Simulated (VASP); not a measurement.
# Si6O11 (a cell with a defect) in VASP: notebook, part 2 of 2

VASP 6.6.1. Earlier steps stand in the parts before.

## (4) Single point, PBE

The input, INCAR:

```
ALGO = Normal
EDIFF = 1E-6
ENCUT = 520
GGA = PE
ISIF = 2
ISMEAR = 0
LASPH = T
LCHARG = F
LREAL = Auto
LWAVE = F
NBANDS = 59
NELECT = 88.0
NELM = 80
PREC = Accurate
SIGMA = 0.05
```

The input, KPOINTS:

```
k-points
0
Gamma
  4 4 2
```

The input, POSCAR:

```
Si6O11
1.0
   -2.5103274377      4.3480146658      0.0000000000
    0.0000000000      0.0000000000      5.5092660079
    7.5309823132      4.3480146658      0.0000000000
Si O
6 11
Direct
    0.7617495765      0.3333333333      0.2382504235
    0.2617495765      0.3333333333      0.7382504235
    0.9765008470      0.6666666667      0.5000000000
    0.4765008470      0.6666666667      0.0000000000
    0.2617495765      0.0000000000      0.2617495765
    0.7617495765      0.0000000000      0.7617495765
    0.0486521033      0.2055717715      0.2072260374
    0.5486521033      0.2055717715      0.7072260374
    0.7865130045      0.5389051049      0.3720609296
    0.2865130045      0.5389051049      0.8720609296
    0.6648348922      0.8722384382      0.9207130329
    0.2865130045      0.7944282285      0.1279390704
    0.7865130045      0.7944282285      0.6279390704
    0.6648348922      0.4610948951      0.0792869671
    0.1648348922      0.4610948951      0.5792869671
    0.6165174975      0.0756504910      0.3188656988
    0.0486521033      0.1277615618      0.7927739626
```

The run is started by

```sh
> cat potpaw_PBE.64/Si/POTCAR potpaw_PBE.64/O/POTCAR > POTCAR
> mpirun -np 1 vasp_std > vasp.out
```

Run time: 9.6 min. Hardware: 1 thread of AMD EPYC 7R13, shared host; peak memory 0.42 GiB.

The run converged. Its results:

```yaml
Free_energy: -132.6564 eV
Largest_force: 4.207 eV/Å
```

Forces on the atoms (eV/Å):
```
Si   0.308 -0.939 -0.688
Si   0.926  1.234 -0.176
Si   2.548 -0.718 -2.358
Si  -1.350 -0.166 -0.658
Si  -3.312  1.958  0.914
Si   0.923  0.324  1.034
O   -0.411  2.149 -0.994
O   -0.204 -0.169 -0.081
O   -0.027  0.684  1.085
O    0.055  0.016  0.151
O    0.146 -0.020 -0.168
O    2.123  0.159  0.956
O   -1.650  0.086 -0.118
O    0.941  0.620 -0.895
O   -1.352 -1.005  1.150
O    0.664 -4.078  0.791
O   -0.328 -0.134  0.054
```

Levels at points of the mesh, in eV from the Fermi level:
| k point | band 41 | band 42 | band 43 | band 44 | band 45 | band 46 | band 47 | band 48 |
| --- | --- | --- | --- | --- | --- | --- | --- | --- |
| (0.00, 0.00, 0.00) | -0.86 | -0.59 | -0.30 | -0.04 | -0.03 | 3.64 | 5.76 | 6.37 |
| (0.50, 0.00, 0.00) | -0.76 | -0.68 | -0.20 | -0.07 | 0.08 | 3.51 | 6.10 | 6.68 |
| (0.00, 0.50, 0.00) | -0.84 | -0.44 | -0.29 | -0.05 | 0.11 | 3.47 | 5.93 | 6.77 |
| (0.50, 0.50, 0.00) | -0.86 | -0.58 | -0.54 | -0.39 | 0.15 | 3.63 | 6.46 | 6.62 |
| (0.00, 0.00, 0.50) | -0.83 | -0.62 | -0.28 | -0.07 | 0.11 | 3.55 | 6.00 | 6.12 |
| (0.50, 0.00, 0.50) | -0.72 | -0.67 | -0.18 | -0.06 | 0.01 | 3.53 | 6.12 | 6.77 |
| (0.00, 0.50, 0.50) | -0.82 | -0.51 | -0.36 | -0.03 | 0.15 | 3.46 | 5.94 | 6.80 |
| (0.50, 0.50, 0.50) | -0.79 | -0.55 | -0.55 | -0.32 | 0.08 | 3.62 | 6.46 | 6.73 |

Caveat: the k points lie up to 0.36 Å⁻¹ apart; the cell carries a net charge on a neutralising background, which shifts energy and pressure; the cell differs from its parent crystal (atoms taken out, atom 16 moved 0.000 of the way to it and +0.500 Å across, host rigid); the cell is charged against a uniform background, so pressure and absolute levels hang on convention.

## (5) Single point, PBE

The input, INCAR:

```
  ALGO = Normal
  EDIFF = 1E-7
  ENCUT = 520
  GGA = PE
  ISIF = 2
  ISMEAR = 0
  LASPH = T
  LCHARG = T
  LELF = T
  LREAL = Auto
  LVHAR = T
  LWAVE = F
  NBANDS = 59
  NELECT = 88.0
  NELM = 60
  PREC = Accurate
  SIGMA = 0.05
```

KPOINTS is that of step 4.

POSCAR: that of step 4 with these lines changed.

```diff
@@ -23,3 +23,3 @@
     0.1648348922      0.4610948951      0.5792869671
-    0.6165174975      0.0756504910      0.3188656988
+    0.2297783921     -0.1088489391      0.4112435832
     0.0486521033      0.1277615618      0.7927739626
```

Potentials or basis: VASP PAW PBE potentials, release 64 (Si, O).

The run is started by

```sh
> cat potpaw_PBE.64/Si/POTCAR potpaw_PBE.64/O/POTCAR > POTCAR
> mpirun -np 1 vasp_std > vasp.out
```

OUTCAR:

```text
EDIFF = 1E-7
   ENCUT = 520
   GGA = PE
   ISIF = 2
   ISMEAR = 0
   LASPH = T
   LREAL = Auto
   NELECT = 88.0
   NELM = 60
   PREC = Accurate

 ion  position               nearest neighbor table
   1  0.762  0.333  0.238-  14 1.63   7 1.63   9 1.63   5 3.12   5 3.12   3 3.12   4 3.12
   2  0.262  0.333  0.738-  15 1.63   8 1.63  17 1.63  10 1.63   6 3.12   6 3.12   4 3.12   3 3.12

   3  0.977  0.667  0.500-  13 1.63   9 1.63  15 1.63  16 1.93   5 3.12   6 3.12   1 3.12   2 3.12

   4  0.477  0.667  0.000-  12 1.63  10 1.63  11 1.63  14 1.63   6 3.12   5 3.12   2 3.12   1 3.12

   5  0.262  0.000  0.262-  16 1.44  12 1.63   7 1.63   3 3.12   4 3.12   1 3.12   1 3.12
   6  0.762  0.000  0.762-  11 1.63  17 1.63  13 1.63   8 1.63   4 3.12   3 3.12   2 3.12   2 3.12

   7  0.049  0.206  0.207-   1 1.63   5 1.63
   8  0.549  0.206  0.707-   2 1.63   6 1.63
   9  0.787  0.539  0.372-   3 1.63   1 1.63
  10  0.287  0.539  0.872-   4 1.63   2 1.63
  11  0.665  0.872  0.921-   6 1.63   4 1.63
  12  0.287  0.794  0.128-   4 1.63   5 1.63
  13  0.787  0.794  0.628-   3 1.63   6 1.63
  14  0.665  0.461  0.079-   1 1.63   4 1.63
  15  0.165  0.461  0.579-   2 1.63   3 1.63
  16  0.230  0.891  0.411-   5 1.44   3 1.93
  17  0.049  0.128  0.793-   6 1.63   2 1.63

  LATTYP: Found a simple orthorhombic cell.
 ALAT       =     5.0206548755
 B/A-ratio  =     1.0973201992
 C/A-ratio  =     1.7320508076

  Lattice vectors:

 A1 = (  -2.5103274377,   4.3480146658,   0.0000000000)
 A2 = (   0.0000000000,   0.0000000000,   5.5092660079)
 A3 = (   7.5309823132,   4.3480146658,   0.0000000000)

Analysis of symmetry for initial positions (statically):
=====================================================================
 Subroutine PRICEL returns:
 Original cell was already a primitive cell.

[... 168 lines left out ...]
  Fermi-wavevector in a.u.,A,eV,Ry     =   1.170875  2.212634 18.652897  1.370949
  Thomas-Fermi vector in A             =   2.307327
   LORBIT       =      0    0 simple, 1 ext, 2 COOP (PROOUT), +10 PAW based schemes
   GGA     = PE    functional components
   LHFCALC =     F    Hartree Fock is set to
   AEXX    =    0.0000 exact exchange contribution
   IVDW    =     0    specifies the selected vdW correction
   LEPSILON=     F    determine dielectric tensor
   LRPA    =     F    only Hartree local field effects (RPA)
 non-spin polarized calculation
 Gauss-broadening in eV      SIGMA  =   0.05
  energy-cutoff  :      520.00
  volume of cell :      240.53
 maximum number of plane-waves:      6512
 NGX is ok and might be reduce to    40
   NGX = 19   NGY = 21   NGZ = 33

 number of electron      87.9999995 magnetization

 Free energy of the ion-electron system (eV)
  ---------------------------------------------------
  ext. energy  EPLUGINS =         0.00000000
  ---------------------------------------------------
  free energy    TOTEN  =      -132.39379724 eV

  energy without entropy =     -132.38054546  energy(sigma->0) =     -132.38717135

 E-fermi :   0.5468     XC(G=0):  -8.5747

 val. band max:        0.5303060446   @ k =   0.0000   0.5000   0.5000
 cond. band min:       0.5733977890   @ k =   0.0000   0.2500   0.5000
 fundamental gap:      0.0430917444
 Fermi energy:         0.5467915711

 k-point     1 :       0.0000    0.0000    0.0000
  band No.  band energies     occupation
      1     -19.0870      2.00000
      2     -18.3198      2.00000
      3     -18.1304      2.00000
      4     -18.0645      2.00000
      5     -17.8112      2.00000
      6     -17.3327      2.00000
[... 1169 lines left out ...]
     55      10.5167      0.00000
     56      10.5813      0.00000
 [bands above 56 left out]

------------------------ aborting loop because EDIFF is reached ----------------------------------------

  FORCE on cell =-STRESS in cart. coord.  units (eV):
  Direction    XX          YY          ZZ          XY          YZ          ZX
  --------------------------------------------------------------------------------------
  -------------------------------------------------------------------------------------
  Total      -10.5394527    -16.1485644    -17.6363989      6.1714858     -5.6615923      0.0522407
  in kB      -70.2026548   -107.5646074   -117.4749822     41.1078925    -37.7115225      0.3479723
  external PRESSURE =     -98.4140814 kB  Pullay stress =       0.0000000 kB

 VOLUME and BASIS-vectors are now :
 -----------------------------------------------------------------------------
  energy-cutoff  :      520.00
  volume of cell :      240.53
      direct lattice vectors                 reciprocal lattice vectors
    -2.510327438  4.348014666  0.000000000    -0.099588602  0.172492518  0.000000000
     0.000000000  0.000000000  5.509266008     0.000000000  0.000000000  0.181512383
     7.530982313  4.348014666  0.000000000     0.099588602  0.057497506  0.000000000

 POSITION                                       TOTAL-FORCE (eV/Angst)
 -----------------------------------------------------------------------------------
     -0.11798      4.34801      1.83642        -1.517073      0.869042      2.479343
      4.90267      4.34801      1.83642         0.082132     -0.057619      0.127904
      1.31415      6.41985      3.67284         0.152705      2.239909      0.484063
     -1.19617      2.07183      3.67284        -1.191590     -1.173112      0.533360
      1.31415      2.27618      0.00000        -6.331539     -4.531748      1.520868
      3.82448      6.62420      0.00000         0.058279      0.179421      0.181139
[... 9 lines left out ...]
      2.52025      2.78717      4.90959         9.045199      1.922812     -4.694034
      5.84823      3.65853      0.70387        -0.003839      0.065213      0.010456
 -----------------------------------------------------------------------------------
    total drift:                                0.006519     -0.009514     -0.003118

  FREE ENERGIE OF THE ION-ELECTRON SYSTEM (eV)
  ---------------------------------------------------
  free  energy   TOTEN  =      -132.3937972405 eV

  energy  without entropy=     -132.3805454635  energy(sigma->0) =     -132.38717135
```

OSZICAR:

```text
N       E                     dE             d eps       ncg     rms          rms(c)
DAV:   1     0.544222317185E+03    0.54422E+03   -0.45180E+04  2376   0.136E+03
DAV:   2    -0.106130481100E+03   -0.65035E+03   -0.63349E+03  2942   0.314E+02
DAV:   3    -0.150600720251E+03   -0.44470E+02   -0.44250E+02  2864   0.880E+01
[... 14 lines left out ...]
DAV:  18    -0.132393797804E+03   -0.41318E-05   -0.76318E-05  2776   0.375E-02    0.199E-02
DAV:  19    -0.132393799305E+03   -0.15010E-05   -0.45741E-06  2912   0.874E-03    0.170E-02
DAV:  20    -0.132393797276E+03    0.20287E-05   -0.96887E-06  2592   0.120E-02    0.516E-03
DAV:  21    -0.132393797298E+03   -0.21230E-07   -0.10170E-06  2960   0.461E-03    0.304E-03
DAV:  22    -0.132393797256E+03    0.41552E-07   -0.18607E-06  2064   0.368E-03    0.188E-03
DAV:  23    -0.132393797241E+03    0.15567E-07   -0.38467E-07  1784   0.185E-03
   1 F= -.13239380E+03 E0= -.13238717E+03  d E =-.132518E-01
```

stdout:

```text
POSCAR found type information on POSCAR SiO
 POSCAR found :  2 types and      17 ions
 scaLAPACK will be used
 LDA part: xc-table for (Slater+PW92), standard interpolation
 POSCAR, INCAR and KPOINTS ok, starting setup
 FFT: planning ... GRIDC
 FFT: planning ... GRID_SOFT
 FFT: planning ... GRID
 WAVECAR not read
 entering main loop
 the old and the new charge density differ
 old charge density:    90.00000 new   88.00000
    0.337E+01
```

Wall time 11 min (1 thread of AMD EPYC 7R13, shared host); peak memory 0.42 GiB.

What came out:

| Property | Result |
| --- | --- |
| Free energy | -132.3938 eV |
| Largest force | 10.370 eV/Å |

Forces in eV/Å, atoms in the order of the input:
```
Si  -1.517  0.869  2.479
Si   0.082 -0.058  0.128
Si   0.153  2.240  0.484
Si  -1.192 -1.173  0.533
Si  -6.332 -4.532  1.521
Si   0.058  0.179  0.181
O    0.174 -0.015 -0.221
O   -0.095  0.060 -0.101
O   -0.345 -0.654 -0.282
O    0.280  0.243  0.094
O    0.492  0.142 -0.338
O    0.147  0.573  0.990
O   -1.188 -0.051  0.000
O    0.788  0.746 -1.348
O   -0.547 -0.558  0.562
O    9.045  1.923 -4.694
O   -0.004  0.065  0.010
```

Levels at points of the mesh, in eV from the Fermi level:
```csv
k point,band 40,band 41,band 42,band 43,band 44,band 45,band 46,band 47,band 48,band 49
"(0.00, 0.00, 0.00)",-0.84,-0.76,-0.55,-0.39,-0.15,-0.02,5.05,5.86,6.79,7.01
"(0.50, 0.00, 0.00)",-0.79,-0.70,-0.59,-0.08,-0.03,0.72,3.54,6.73,6.90,7.12
"(0.00, 0.50, 0.00)",-0.98,-0.91,-0.29,-0.22,-0.04,0.05,4.37,6.60,7.45,7.82
"(0.50, 0.50, 0.00)",-0.70,-0.58,-0.57,-0.54,-0.44,0.51,3.93,6.23,7.07,7.58
"(0.00, 0.00, 0.50)",-0.82,-0.69,-0.49,-0.36,-0.18,-0.03,5.05,5.72,6.91,7.32
"(0.50, 0.00, 0.50)",-0.93,-0.65,-0.55,-0.08,-0.03,0.72,3.56,6.64,6.86,7.07
"(0.00, 0.50, 0.50)",-0.95,-0.77,-0.36,-0.25,-0.02,0.04,4.40,6.65,7.33,7.67
"(0.50, 0.50, 0.50)",-0.76,-0.60,-0.57,-0.41,-0.34,0.48,3.93,6.29,7.04,7.54
```

Caveat: the k points lie up to 0.36 Å⁻¹ apart; the cell carries a net charge on a neutralising background, which shifts energy and pressure; the cell differs from its parent crystal (atoms taken out, atom 16 moved 0.875 of the way to it and +0.125 Å across, host rigid); the cell is charged against a uniform background, so pressure and absolute levels hang on convention.
